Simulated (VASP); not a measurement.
# HfC (Fm-3m) in VASP: a series of runs

The runs below take HfC through relaxation of cell and atoms, single point, with RPBE+D4, LDA, PBEsol+U.

Program: VASP 6.6.1. These are calculated values, not measurements. Logs are shortened: lines on timing, memory, paths and dates and some standing lists are left out, and cuts for length are marked.

### Step 1. The cell of the first run

The structure is cubic, space group Fm-3m (No. 225). Conventional cell: a = 4.650 Å, b = 4.650 Å, c = 4.650 Å, α = 90.00°, β = 90.00°, γ = 90.00°. Hf (site symmetry m-3m) has 6 C at 2.33 Å within 3.1 Å. Within 3.1 Å of C (site symmetry m-3m) lie 6 Hf at 2.33 Å.

### Step 2. Relaxation of cell and atoms, RPBE+D4

The input, INCAR:

```
PREC = Accurate
ENCUT = 600
EDIFF = 1E-6
ISMEAR = -1
SIGMA = 0.05
LREAL = False
LASPH = True
NELM = 80
ALGO = Normal
ISIF = 3
LWAVE = False
LCHARG = False
GGA = RP
IVDW = 13
IBRION = 2
NSW = 80
EDIFFG = -0.02
```

The input, KPOINTS:

```
regular mesh
0
Gamma
  10 10 10
```

The input, POSCAR:

```
HfC
1.0
    0.0000000000      2.3250000000      2.3250000000
    2.3250000000      0.0000000000      2.3250000000
    2.3250000000      2.3250000000      0.0000000000
Hf C
1 1
Direct
    0.5000000000      0.5000000000      0.5000000000
    0.0000000000      0.0000000000      0.0000000000
```

Potentials or basis: VASP PAW PBE potentials, release 64 (Hf_pv, C).

On the command line:

```console
> cat potpaw_PBE.64/Hf_pv/POTCAR potpaw_PBE.64/C/POTCAR > POTCAR
> mpirun -np 1 vasp_std > vasp.out
```

OUTCAR:

```text
PREC = Accurate
   ENCUT = 600
   EDIFF = 1E-6
   ISMEAR = -1
   LREAL = False
   LASPH = True
   NELM = 80
   ISIF = 3
   GGA = RP
   IVDW = 13
   IBRION = 2
   NSW = 80
   EDIFFG = -0.02

 ion  position               nearest neighbor table
   1  0.500  0.500  0.500-   2 2.33   2 2.33   2 2.33   2 2.33   2 2.33   2 2.33
   2  0.000  0.000  0.000-   1 2.33   1 2.33   1 2.33   1 2.33   1 2.33   1 2.33

  LATTYP: Found a face centered cubic cell.
 ALAT       =     4.6500000000

  Lattice vectors:

 A1 = (   0.0000000000,   2.3250000000,   2.3250000000)
 A2 = (   2.3250000000,   0.0000000000,   2.3250000000)
 A3 = (   2.3250000000,   2.3250000000,   0.0000000000)

Analysis of symmetry for initial positions (statically):
=====================================================================
 Subroutine PRICEL returns:
 Original cell was already a primitive cell.

 Routine SETGRP: Setting up the symmetry group for a
 face centered cubic supercell.

 Subroutine GETGRP returns: Found 48 space group operations
 (whereof 48 operations were pure point group operations)
 out of a pool of 48 trial point group operations.

The static configuration has the point symmetry O_h .

Analysis of symmetry for dynamics (positions and initial velocities):
=====================================================================
 Subroutine PRICEL returns:
 Original cell was already a primitive cell.

 Routine SETGRP: Setting up the symmetry group for a
 face centered cubic supercell.

 Subroutine GETGRP returns: Found 48 space group operations
 (whereof 48 operations were pure point group operations)
 out of a pool of 48 trial point group operations.

The dynamic configuration has the point symmetry O_h .

 Subroutine INISYM returns: Found 48 space group operations
 (whereof 48 operations are pure point group operations),
 and found     1 'primitive' translations

----------------------------------------------------------------------------------------

                                     Primitive cell

  volume of cell :      25.1362

  direct lattice vectors                    reciprocal lattice vectors
     0.000000000  2.325000000  2.325000000    -0.215053763  0.215053763  0.215053763
     2.325000000  0.000000000  2.325000000     0.215053763 -0.215053763  0.215053763
     2.325000000  2.325000000  0.000000000     0.215053763  0.215053763 -0.215053763

  length of vectors
     3.288046533  3.288046533  3.288046533     0.372484045  0.372484045  0.372484045

  position of ions in fractional coordinates (direct lattice)
     0.500000000  0.500000000  0.500000000
     0.000000000  0.000000000  0.000000000

  ion indices of the primitive-cell ions
   primitive index   ion index
                 1           1
                 2           2

----------------------------------------------------------------------------------------

 KPOINTS: regular mesh

Automatic generation of k-mesh.
 Grid dimensions read from file:
 generate k-points for:   10   10   10

 Generating k-lattice:

  Cartesian coordinates                     Fractional coordinates (reciprocal lattice)
    -0.021505376  0.021505376  0.021505376     0.100000000  0.000000000  0.000000000
     0.021505376 -0.021505376  0.021505376     0.000000000  0.100000000  0.000000000
     0.021505376  0.021505376 -0.021505376     0.000000000  0.000000000  0.100000000

  Length of vectors
     0.037248404  0.037248404  0.037248404

  Shift w.r.t. Gamma in fractional coordinates (k-lattice)
     0.000000000  0.000000000  0.000000000

 Subroutine IBZKPT returns following result:
 ===========================================

 Found     47 irreducible k-points:

 Following reciprocal coordinates:
            Coordinates               Weight
  0.000000  0.000000  0.000000      1.000000
  0.100000  0.000000  0.000000      8.000000
  0.200000  0.000000  0.000000      8.000000
  0.300000  0.000000  0.000000      8.000000
  0.400000  0.000000  0.000000      8.000000
  0.500000  0.000000  0.000000      4.000000
[... 16 lines left out ...]
  0.300000  0.300000  0.000000      6.000000
  0.400000  0.300000  0.000000     24.000000
 [... further k-points ...]
   k-points           NKPTS =     47   k-points in BZ     NKDIM =     47   number of bands    NBANDS=     11
   number of dos      NEDOS =    301   number of ions     NIONS =      2
   total plane-waves  NPLWV =  21952
   dimension x,y,z NGX =    28 NGY =   28 NGZ =   28
   dimension x,y,z NGXF=    56 NGYF=   56 NGZF=   56
   ions per type =               1   1
   NGX,Y,Z   is equivalent  to a cutoff of  14.16, 14.16, 14.16 a.u.
   NGXF,Y,Z  is equivalent  to a cutoff of  28.31, 28.31, 28.31 a.u.
 SYSTEM =  unknown system
   PREC   = accura    normal or accurate (medium, high low for compatibility)
   ISTART =      0    job   : 0-new  1-cont  2-samecut
   ICHARG =      2    charge: 1-file 2-atom 10-const
   ISPIN  =      1    spin polarized calculation?
   LNONCOLLINEAR =      F non collinear calculations
   LSORBIT =      F    spin-orbit coupling
   LASPH  =      T    aspherical Exc in radial PAW
   ENCUT  =  600.0 eV  44.10 Ry    6.64 a.u.   6.57  6.57  6.57*2*pi/ulx,y,z
   NELM   =     80;   NELMIN=  2; NELMDL= -5     # of ELM steps
   EDIFF  = 0.1E-05   stopping-criterion for ELM
   LREAL  =      F    real-space projection
   EDIFFG = -.2E-01   stopping-criterion for IOM
   NSW    =     80    number of steps for IOM
   IBRION =      2    ionic relax: 0-MD 1-quasi-New 2-CG
   NFREE  =      1    steps in history (QN), initial steepest desc. (CG)
   ISIF   =      3    stress and relaxation
   ISYM   =      2    0-nonsym 1-usesym 2-fastsym
   POTIM  = 0.5000    time-step for ionic-motion
   TEBEG  =    0.0;   TEEND  =   0.0 temperature during run
   PSTRESS=    0.0 pullay stress
   NELECT =      14.0000    total number of electrons
   NUPDOWN=      -1.0000    fix difference up-down
   EMIN   =  10.00;   EMAX   =-10.00  energy-range for DOS
   EFERMI =   0.00;   METHOD = LEGACY
   ISMEAR =    -1;   SIGMA  =   0.05  broadening in eV -4-tet -1-fermi 0-gaus
   EFERMI_NEDOS =   21; number of points for ismear=-14 and -15
   IALGO  =     38    algorithm
   IMIX   =      4    mixing-type and parameters
     AMIX     =   0.40;   BMIX     =  1.00
     AMIX_MAG =   1.60;   BMIX_MAG =  1.00
  volume/ion in A,a.u.               =      12.57        84.81
  Fermi-wavevector in a.u.,A,eV,Ry     =   1.346949  2.545365 24.684672  1.814272
  Thomas-Fermi vector in A             =   2.474740
   LORBIT       =      0    0 simple, 1 ext, 2 COOP (PROOUT), +10 PAW based schemes
   GGA     = RP    functional components
   LHFCALC =     F    Hartree Fock is set to
   AEXX    =    0.0000 exact exchange contribution
   IVDW    =    13    specifies the selected vdW correction
   LEPSILON=     F    determine dielectric tensor
   LRPA    =     F    only Hartree local field effects (RPA)
 conjugate gradient relaxation of ions
 non-spin polarized calculation
  energy-cutoff  :      600.00
  volume of cell :       25.14
 maximum number of plane-waves:       869
 NGX is ok and might be reduce to    28
   NGX = 13   NGY = 13   NGZ = 13

--------------------------------------- Ionic step        1  -------------------------------------------

 number of electron      14.0000000 magnetization

 Free energy of the ion-electron system (eV)
  ---------------------------------------------------
  ext. energy  EPLUGINS =         0.00000000
  ---------------------------------------------------
  free energy    TOTEN  =       -20.13257308 eV

  energy without entropy =      -20.12976525  energy(sigma->0) =      -20.13116917

------------------------ aborting loop because EDIFF is reached ----------------------------------------

  DFT-D4 for vdW energy calculation

  Edisp (eV):   -0.93946

  FORCE on cell =-STRESS in cart. coord.  units (eV):
  Direction    XX          YY          ZZ          XY          YZ          ZX
  --------------------------------------------------------------------------------------
  -------------------------------------------------------------------------------------
  Total      -0.60794    -0.60794    -0.60794     0.00000     0.00000     0.00000
  in kB     -38.75026   -38.75026   -38.75026     0.00000     0.00000     0.00000
  external pressure =      -38.75 kB  Pullay stress =        0.00 kB

 VOLUME and BASIS-vectors are now :
 -----------------------------------------------------------------------------
  energy-cutoff  :      600.00
  volume of cell :       25.14
      direct lattice vectors                 reciprocal lattice vectors
     0.000000000  2.325000000  2.325000000    -0.215053763  0.215053763  0.215053763
     2.325000000  0.000000000  2.325000000     0.215053763 -0.215053763  0.215053763
     2.325000000  2.325000000  0.000000000     0.215053763  0.215053763 -0.215053763
[... 41 lines left out ...]
 POSITION                                       TOTAL-FORCE (eV/Angst)
 -----------------------------------------------------------------------------------
      2.29091      2.29091      2.29091        -0.000000     -0.000000     -0.000000
      2.29091     -0.00000      2.29091         0.000000      0.000000      0.000000
 -----------------------------------------------------------------------------------
    total drift:                                0.000000      0.000000      0.000000

  FREE ENERGIE OF THE ION-ELECTRON SYSTEM (eV)
  ---------------------------------------------------
  free  energy   TOTEN  =       -21.0628546624 eV

  energy  without entropy=      -21.0602917179  energy(sigma->0) =      -21.06157319

--------------------------------------- Ionic step        3  -------------------------------------------

 number of electron      14.0000000 magnetization

 Free energy of the ion-electron system (eV)
  ---------------------------------------------------
  ext. energy  EPLUGINS =         0.00000000
  ---------------------------------------------------
  free energy    TOTEN  =       -20.11836486 eV

  energy without entropy =      -20.11566167  energy(sigma->0) =      -20.11701326

 E-fermi :   6.2177     XC(G=0): -12.3043

 val. band max:        6.1972282704   @ k =   0.1000   0.0000   0.0000
 cond. band min:       6.3444242499   @ k =   0.1000   0.1000   0.0000
 fundamental gap:      0.1471959795
 Fermi energy:         6.2177293766

 k-point     1 :       0.0000    0.0000    0.0000
  band No.  band energies     occupation
      1     -23.3359      2.00000
      2     -23.3359      2.00000
      3     -23.3359      2.00000
      4      -6.2519      2.00000
      5       7.1939      0.00000
      6       7.1939      0.00000
      7       7.1939      0.00000
      8       7.6187      0.00000
      9       7.6187      0.00000
     10       7.6187      0.00000
     11       9.6475      0.00000

 k-point     2 :       0.1000    0.0000    0.0000
  band No.  band energies     occupation
      1     -23.4089      2.00000
      2     -23.3428      2.00000
      3     -23.3428      2.00000
      4      -5.9969      2.00000
      5       5.8167      1.99934
      6       6.1972      1.20219
      7       6.1972      1.20219
      8       8.0313      0.00000
      9       8.0313      0.00000
     10       8.3890      0.00000
     11      10.7628      0.00000
[... 295 lines left out ...]
 k-point    24 :       0.4000    0.3000    0.0000
  band No.  band energies     occupation
      1     -23.8542      2.00000
      2     -23.5439      2.00000
      3     -23.5220      2.00000
      4      -4.1522      2.00000
      5       2.4378      2.00000
      6       4.3636      2.00000
      7       5.4714      2.00000
      8       6.4083      0.04326
      9      11.6675      0.00000
     10      12.7341      0.00000
     11      12.8599      0.00000

 [... further k-points ...]

------------------------ aborting loop because EDIFF is reached ----------------------------------------

  DFT-D4 for vdW energy calculation

  Edisp (eV):   -0.95880

  FORCE on cell =-STRESS in cart. coord.  units (eV):
  Direction    XX          YY          ZZ          XY          YZ          ZX
  --------------------------------------------------------------------------------------
  -------------------------------------------------------------------------------------
  Total      -0.00613    -0.00613    -0.00613     0.00000    -0.00000     0.00000
  in kB      -0.39733    -0.39733    -0.39733     0.00000    -0.00000     0.00000
  external pressure =       -0.40 kB  Pullay stress =        0.00 kB

 VOLUME and BASIS-vectors are now :
 -----------------------------------------------------------------------------
  energy-cutoff  :      600.00
  volume of cell :       24.72
      direct lattice vectors                 reciprocal lattice vectors
     0.000000000  2.312135723  2.312135723    -0.216250281  0.216250281  0.216250281
     2.312135723 -0.000000000  2.312135723     0.216250281 -0.216250281  0.216250281
     2.312135723  2.312135723  0.000000000     0.216250281  0.216250281 -0.216250281

 POSITION                                       TOTAL-FORCE (eV/Angst)
 -----------------------------------------------------------------------------------
      2.31214      2.31214      2.31214         0.000000      0.000000     -0.000000
      0.00000      0.00000      0.00000        -0.000000     -0.000000      0.000000
 -----------------------------------------------------------------------------------
    total drift:                                0.000000      0.000000      0.000000

  FREE ENERGIE OF THE ION-ELECTRON SYSTEM (eV)
  ---------------------------------------------------
  free  energy   TOTEN  =       -21.0771669252 eV

  energy  without entropy=      -21.0744637434  energy(sigma->0) =      -21.07581533

 reached required accuracy - stopping structural energy minimisation
```

Wall time 33 s (1 thread of Intel Xeon 6975P-C (Granite Rapids), shared host); peak memory 0.17 GiB.

What came out:

```
Free energy                            : -21.0772 eV
Relaxed volume                         : 12.36 Å³/atom
Relaxed cell                           : a = 3.270 Å, b = 3.270 Å, c = 3.270 Å, α = 60.00°, β = 60.00°, γ = 60.00°
Space group after relaxing (to 0.05 Å) : Fm-3m (No. 225)
Energy gained by relaxing              : 2.6 meV/atom
Ionic steps                            : 3
Pressure after relaxing                : 0.0 GPa
Band gap on the k mesh                 : zero (band 7 reaches 7.19 eV, above the bottom of band 8 at 5.78 eV)
Dispersion energy per atom             : -0.479 eV
```

Step by step:
```
step  energy change (eV)  largest force (eV/Å)  pressure (GPa)  volume (Å³)
   1              0.0000                0.0000           -3.88        25.14
   2              0.0092                0.0000            7.00        24.05
   3             -0.0051                0.0000           -0.04        24.72
```

Final structure:
```cif
data_structure
_symmetry_space_group_name_H-M 'P 1'
_symmetry_Int_Tables_number 1
_cell_length_a 3.2699
_cell_length_b 3.2699
_cell_length_c 3.2699
_cell_angle_alpha 60.000
_cell_angle_beta 60.000
_cell_angle_gamma 60.000
_cell_volume 24.72
loop_
_atom_site_label
_atom_site_type_symbol
_atom_site_fract_x
_atom_site_fract_y
_atom_site_fract_z
_atom_site_occupancy
Hf1 Hf 0.50000 0.50000 0.50000 1
C1 C 0.00000 0.00000 0.00000 1
```

Levels at points of the mesh, in eV from the Fermi level:
```csv
k point,band 4,band 5,band 6,band 7,band 8,band 9,band 10,band 11
"(0.00, 0.00, 0.00)",-12.47,0.98,0.98,0.98,1.40,1.40,1.40,3.43
"(0.50, 0.00, 0.00)",-8.66,-6.24,-3.06,-3.06,5.42,5.42,5.90,6.58
"(0.50, 0.50, 0.00)",-10.57,-2.62,-1.83,-0.12,-0.12,5.39,6.88,6.88
```

Caveat: the PAW data sets were made with another functional, which shifts forces and pressure a little; spin-orbit coupling is left out, which moves the levels of the heavy elements; pairwise dispersion overbinds metals, which lowers pressure and volume.

### Step 3. Single point, LDA, non-collinear spin, zero start, spin-orbit coupling

The input, INCAR:

```
PREC = Accurate ; ENCUT = 520
EDIFF = 1E-7 ; ISMEAR = -1
SIGMA = 0.05 ; LREAL = F
LASPH = T ; NELM = 150
ALGO = Normal ; ISIF = 2
LWAVE = F ; LCHARG = F
LNONCOLLINEAR = T ; MAGMOM = 0 0 0 0 0 0
LORBIT = 11 ; LSORBIT = T
GGA_COMPAT = F ; LORBMOM = T
LMAXMIX = 4 ; NBANDS = 26
```

The input, KPOINTS:

```
Automatic mesh
0
Gamma
  7 7 7
```

POSCAR is that of step 2.

Potentials or basis: VASP PAW LDA potentials, release 64 (Hf_pv, C).

On the command line:

```console
> cat potpaw_LDA.64/Hf_pv/POTCAR potpaw_LDA.64/C/POTCAR > POTCAR
> mpirun -np 1 vasp_ncl > vasp.out
```

It took 17 s on 1 thread of Intel Xeon 6975P-C (Granite Rapids), shared host; peak memory 0.18 GiB.

The run converged. Its results:

* Free energy: -23.5248 eV
* Pressure: -11.7 GPa
* Net moment: 0.00 μB per cell
* Valence electrons inside the program's atomic spheres: Hf 8.70; C 2.37

Moments on the atoms (μB; x, y, z):
```
Hf  0.00 0.00 0.00
C   0.00 0.00 0.00
```

(Continued in part 2 of 2.)
